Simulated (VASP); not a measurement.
# As in VASP: further runs

Runs on As. Level: PBE. Tasks: single point.

Everything below comes from runs of VASP 6.6.1. Logs are shortened: lines on timing, memory, paths and dates and some standing lists are left out, and cuts for length are marked.

### 1 The cell of the first run

The cell holds a slab with vacuum, 2 atoms: a = 3.728 Å, b = 3.728 Å, c = 28.000 Å, α = 90.00°, β = 90.00°, γ = 120.00°.

### 2 Single point, PBE

Contents of INCAR:

```
PREC     = Accurate       # precision mode
ENCUT    = 520            # plane-wave cutoff, eV
EDIFF    = 1E-6           # SCF threshold, eV
ISMEAR   = 0              # smearing method
SIGMA    = 0.02           # smearing width, eV
LREAL    = False          # projectors in reciprocal space
LASPH    = True           # aspherical terms in the spheres
NELM     = 60             # most SCF steps
ALGO     = Normal         # electronic algorithm
ISIF     = 2              # what is computed and relaxed
LWAVE    = False          # write WAVECAR
LCHARG   = True           # write CHGCAR
LDIPOL   = True         
IDIPOL   = 3            
DIPOL    = 0.5 0.5 0.500
GGA      = PE             # functional
LELF     = True           # ELF
LVHAR    = True         
LVACPOTAV= True         
NBANDS   = 12             # bands
```

Contents of KPOINTS:

```
Automatic mesh
0
Gamma
  9 9 1
```

Contents of POSCAR:

```
As
1.0
    3.7280000000      0.0000000000      0.0000000000
   -1.8640000000      3.2285427053      0.0000000000
    0.0000000000      0.0000000000     28.0000000000
As
2
Direct
    0.3333333333      0.6666666667      0.5319285714
    0.6666666667      0.3333333333      0.4680714286
```

Potentials or basis: VASP PAW PBE potentials, release 64 (As).

Launch:

```console
> cat potpaw_PBE.64/As/POTCAR > POTCAR
> mpirun -np 1 vasp_std > vasp.out
```

OUTCAR:

```text
PREC = Accurate
   ENCUT = 520
   EDIFF = 1E-6
   ISMEAR = 0
   LREAL = False
   LASPH = True
   NELM = 60
   ISIF = 2
   GGA = PE

 ion  position               nearest neighbor table
   1  0.333  0.667  0.532-   2 2.80   2 2.80   2 2.80
   2  0.667  0.333  0.468-   1 2.80   1 2.80   1 2.80

  LATTYP: Found a hexagonal cell.
 ALAT       =     3.7280000000
 C/A-ratio  =     7.5107296137

  Lattice vectors:

 A1 = (   3.7280000000,   0.0000000000,   0.0000000000)
 A2 = (  -1.8640000000,   3.2285427053,   0.0000000000)
 A3 = (   0.0000000000,   0.0000000000,  28.0000000000)

Analysis of symmetry for initial positions (statically):
=====================================================================
 Subroutine PRICEL returns:
 Original cell was already a primitive cell.

 Routine SETGRP: Setting up the symmetry group for a
 hexagonal supercell.

 Subroutine GETGRP returns: Found 12 space group operations
 (whereof 12 operations were pure point group operations)
 out of a pool of 24 trial point group operations.

The static configuration has the point symmetry D_3d.

Analysis of symmetry for dynamics (positions and initial velocities):
=====================================================================
 Subroutine PRICEL returns:
 Original cell was already a primitive cell.

 Routine SETGRP: Setting up the symmetry group for a
 hexagonal supercell.

 Subroutine GETGRP returns: Found 12 space group operations
 (whereof 12 operations were pure point group operations)
 out of a pool of 24 trial point group operations.

The dynamic configuration has the point symmetry D_3d.

 Subroutine INISYM returns: Found 12 space group operations
 (whereof 12 operations are pure point group operations),
 and found     1 'primitive' translations

----------------------------------------------------------------------------------------

                                     Primitive cell

  volume of cell :     337.0082

  direct lattice vectors                    reciprocal lattice vectors
     3.728000000  0.000000000  0.000000000     0.268240343  0.154868634  0.000000000
    -1.864000000  3.228542705  0.000000000     0.000000000  0.309737269  0.000000000
     0.000000000  0.000000000 28.000000000     0.000000000  0.000000000  0.035714286

  length of vectors
     3.728000000  3.728000000 28.000000000     0.309737269  0.309737269  0.035714286

  position of ions in fractional coordinates (direct lattice)
     0.333333333  0.666666667  0.531928571
     0.666666667  0.333333333  0.468071429

  ion indices of the primitive-cell ions
   primitive index   ion index
                 1           1
                 2           2

----------------------------------------------------------------------------------------

 KPOINTS: Automatic mesh

Automatic generation of k-mesh.
 Grid dimensions read from file:
 generate k-points for:    9    9    1

 Generating k-lattice:

  Cartesian coordinates                     Fractional coordinates (reciprocal lattice)
     0.029804483  0.017207626  0.000000000     0.111111111  0.000000000  0.000000000
     0.000000000  0.034415252  0.000000000     0.000000000  0.111111111  0.000000000
     0.000000000  0.000000000  0.035714286     0.000000000  0.000000000  1.000000000

  Length of vectors
     0.034415252  0.034415252  0.035714286

  Shift w.r.t. Gamma in fractional coordinates (k-lattice)
     0.000000000  0.000000000  0.000000000

 Subroutine IBZKPT returns following result:
 ===========================================

 Found     12 irreducible k-points:

 Following reciprocal coordinates:
            Coordinates               Weight
  0.000000  0.000000  0.000000      1.000000
  0.111111  0.000000  0.000000      6.000000
  0.222222 -0.000000  0.000000      6.000000
  0.333333  0.000000  0.000000      6.000000
  0.444444 -0.000000  0.000000      6.000000
  0.111111  0.111111  0.000000      6.000000
  0.222222  0.111111  0.000000     12.000000
  0.333333  0.111111  0.000000     12.000000
  0.444444  0.111111  0.000000      6.000000
  0.222222  0.222222  0.000000      6.000000
  0.333333  0.222222  0.000000     12.000000
  0.333333  0.333333  0.000000      2.000000
   k-points           NKPTS =     12   k-points in BZ     NKDIM =     12   number of bands    NBANDS=     12
   number of dos      NEDOS =    301   number of ions     NIONS =      2
   total plane-waves  NPLWV = 164640
   dimension x,y,z NGX =    28 NGY =   28 NGZ =  210
   dimension x,y,z NGXF=    56 NGYF=   56 NGZF=  420
   ions per type =               2
   NGX,Y,Z   is equivalent  to a cutoff of  12.49, 12.49, 12.47 a.u.
   NGXF,Y,Z  is equivalent  to a cutoff of  24.97, 24.97, 24.94 a.u.
 SYSTEM =  unknown system
   PREC   = accura    normal or accurate (medium, high low for compatibility)
   ISTART =      0    job   : 0-new  1-cont  2-samecut
   ICHARG =      2    charge: 1-file 2-atom 10-const
   ISPIN  =      1    spin polarized calculation?
   LNONCOLLINEAR =      F non collinear calculations
   LSORBIT =      F    spin-orbit coupling
   LASPH  =      T    aspherical Exc in radial PAW
   ENCUT  =  520.0 eV  38.22 Ry    6.18 a.u.   6.93  6.93 52.06*2*pi/ulx,y,z
   NELM   =     60;   NELMIN=  2; NELMDL= -5     # of ELM steps
   EDIFF  = 0.1E-05   stopping-criterion for ELM
   LREAL  =      F    real-space projection
   EDIFFG = 0.1E-04   stopping-criterion for IOM
   NSW    =      0    number of steps for IOM
   IBRION =     -1    ionic relax: 0-MD 1-quasi-New 2-CG
   NFREE  =      0    steps in history (QN), initial steepest desc. (CG)
   ISIF   =      2    stress and relaxation
   ISYM   =      2    0-nonsym 1-usesym 2-fastsym
   POTIM  = 0.5000    time-step for ionic-motion
   TEBEG  =    0.0;   TEEND  =   0.0 temperature during run
   PSTRESS=    0.0 pullay stress
   NELECT =      10.0000    total number of electrons
   NUPDOWN=      -1.0000    fix difference up-down
   EMIN   =  10.00;   EMAX   =-10.00  energy-range for DOS
   EFERMI =   0.00;   METHOD = LEGACY
   ISMEAR =     0;   SIGMA  =   0.02  broadening in eV -4-tet -1-fermi 0-gaus
   EFERMI_NEDOS =   21; number of points for ismear=-14 and -15
   IALGO  =     38    algorithm
   IMIX   =      4    mixing-type and parameters
     AMIX     =   0.40;   BMIX     =  1.00
     AMIX_MAG =   1.60;   BMIX_MAG =  1.00
  volume/ion in A,a.u.               =     168.50      1137.12
  Fermi-wavevector in a.u.,A,eV,Ry     =   0.506829  0.957768  3.495003  0.256875
  Thomas-Fermi vector in A             =   1.518045
   LORBIT       =      0    0 simple, 1 ext, 2 COOP (PROOUT), +10 PAW based schemes
   GGA     = PE    functional components
   LHFCALC =     F    Hartree Fock is set to
   AEXX    =    0.0000 exact exchange contribution
   IVDW    =     0    specifies the selected vdW correction
   LEPSILON=     F    determine dielectric tensor
   LRPA    =     F    only Hartree local field effects (RPA)
 non-spin polarized calculation
 Gauss-broadening in eV      SIGMA  =   0.02
  energy-cutoff  :      520.00
  volume of cell :      337.01
 maximum number of plane-waves:      9104
 NGX is ok and might be reduce to    28
   NGX = 13   NGY = 13   NGZ =105

 number of electron      10.0000000 magnetization

 number of electron       9.9999999 magnetization

 dipolmoment           0.000000      0.000000     -0.000000 electrons x Angstroem

 Free energy of the ion-electron system (eV)
  ---------------------------------------------------
  ext. energy  EPLUGINS =         0.00000000
  ---------------------------------------------------
  free energy    TOTEN  =        -8.41873963 eV

  energy without entropy =       -8.41873963  energy(sigma->0) =       -8.41873963

 E-fermi :  -2.6928     XC(G=0):  -1.9029

 val. band max:       -2.7907234705   @ k =   0.0000   0.0000   0.0000
 cond. band min:      -2.6026527910   @ k =   0.3333   0.3333   0.0000
 fundamental gap:      0.1880706795
 Fermi energy:        -2.6928057322

 k-point     1 :       0.0000    0.0000    0.0000
  band No.  band energies     occupation
      1     -15.5854      2.00000
      2     -11.8252      2.00000
      3      -4.9773      2.00000
      4      -2.7907      2.00000
      5      -2.7907      2.00000
      6      -1.7585      0.00000
      7      -0.6038      0.00000
      8      -0.6038      0.00000
      9       0.8737      0.00000
     10       0.9454      0.00000
     11       1.3109      0.00000
     12       1.6824      0.00000

 k-point     2 :       0.1111    0.0000    0.0000
  band No.  band energies     occupation
      1     -15.4498      2.00000
      2     -11.7916      2.00000
      3      -4.8997      2.00000
      4      -3.9708      2.00000
      5      -3.0719      2.00000
      6      -1.3425      0.00000
      7      -0.7736      0.00000
      8      -0.4796      0.00000
      9       1.0776      0.00000
     10       1.1697      0.00000
     11       1.4957      0.00000
     12       1.8731      0.00000

 k-point     3 :       0.2222   -0.0000    0.0000
  band No.  band energies     occupation
      1     -15.0555      2.00000
      2     -11.7538      2.00000
      3      -5.4494      2.00000
      4      -4.7646      2.00000
      5      -3.6098      2.00000
      6      -2.1986      0.00000
      7      -0.3778      0.00000
      8      -0.3218      0.00000
      9       1.5492      0.00000
     10       1.6063      0.00000
     11       2.0234      0.00000
     12       2.3468      0.00000
[... 106 lines left out ...]
 k-point    11 :       0.3333    0.2222    0.0000
  band No.  band energies     occupation
      1     -13.4806      2.00000
      2     -12.4419      2.00000
      3      -6.5369      2.00000
      4      -5.8321      2.00000
      5      -5.2566      2.00000
      6      -2.2538      0.00000
      7      -1.1657      0.00000
      8      -0.4598      0.00000
      9       3.5268      0.00000
     10       3.8713      0.00000
     11       4.3316      0.00000
     12       4.5738      0.00000

 k-point    12 :       0.3333    0.3333    0.0000
  band No.  band energies     occupation
      1     -12.9169      2.00000
      2     -12.9169      2.00000
      3      -6.6299      2.00000
      4      -5.6591      2.00000
      5      -5.6591      2.00000
      6      -2.6027      0.00000
      7      -0.7139      0.00000
      8      -0.7139      0.00000
      9       3.7948      0.00000
     10       4.7741      0.00000
     11       4.7741      0.00000
     12       5.2409      0.00000

------------------------ aborting loop because EDIFF is reached ----------------------------------------

  FORCE on cell =-STRESS in cart. coord.  units (eV):
  Direction    XX          YY          ZZ          XY          YZ          ZX
  --------------------------------------------------------------------------------------
  -------------------------------------------------------------------------------------
  Total       -2.1684703     -2.1684703     -6.4581562      0.0000000      0.0000000      0.0000000
  in kB      -10.3091673    -10.3091673    -30.7028478      0.0000000      0.0000000      0.0000000
  external PRESSURE =     -17.1070608 kB  Pullay stress =       0.0000000 kB

 VOLUME and BASIS-vectors are now :
 -----------------------------------------------------------------------------
  energy-cutoff  :      520.00
  volume of cell :      337.01
      direct lattice vectors                 reciprocal lattice vectors
     3.728000000  0.000000000  0.000000000     0.268240343  0.154868634  0.000000000
    -1.864000000  3.228542705  0.000000000     0.000000000  0.309737269  0.000000000
     0.000000000  0.000000000 28.000000000     0.000000000  0.000000000  0.035714286

 POSITION                                       TOTAL-FORCE (eV/Angst)
 -----------------------------------------------------------------------------------
     -0.00000      2.15236     14.89400        -0.000000      0.000000     -3.611355
      1.86400      1.07618     13.10600         0.000000     -0.000000      3.611355
 -----------------------------------------------------------------------------------
    total drift:                                0.000000     -0.000000      0.000000

  FREE ENERGIE OF THE ION-ELECTRON SYSTEM (eV)
  ---------------------------------------------------
  free  energy   TOTEN  =        -8.4187396307 eV

  energy  without entropy=       -8.4187396307  energy(sigma->0) =       -8.41873963

 vacuum level on the upper side and lower side of the slab         1.185         1.185
```

Run time: 42 s. Hardware: 1 thread of Intel Xeon 6975P-C (Granite Rapids), shared host; peak memory 0.39 GiB.

What came out:

| Property | Result |
| --- | --- |
| Free energy | -8.4187 eV |
| Largest force | 3.611 eV/Å |
| Band gap on the k mesh | 0.19 eV, indirect (least direct gap 1.03 eV) |

Forces on the atoms (eV/Å):
```
As   0.000  0.000 -3.611
As   0.000  0.000  3.611
```

Levels at points of the mesh, in eV from the valence-band top:
| k point | band 2 | band 3 | band 4 | band 5 | band 6 | band 7 | band 8 | band 9 |
| --- | --- | --- | --- | --- | --- | --- | --- | --- |
| (0.00, 0.00, 0.00) | -9.03 | -2.19 | 0.00 | 0.00 | 1.03 | 2.19 | 2.19 | 3.66 |

(Part 1 of 2 ends here.)
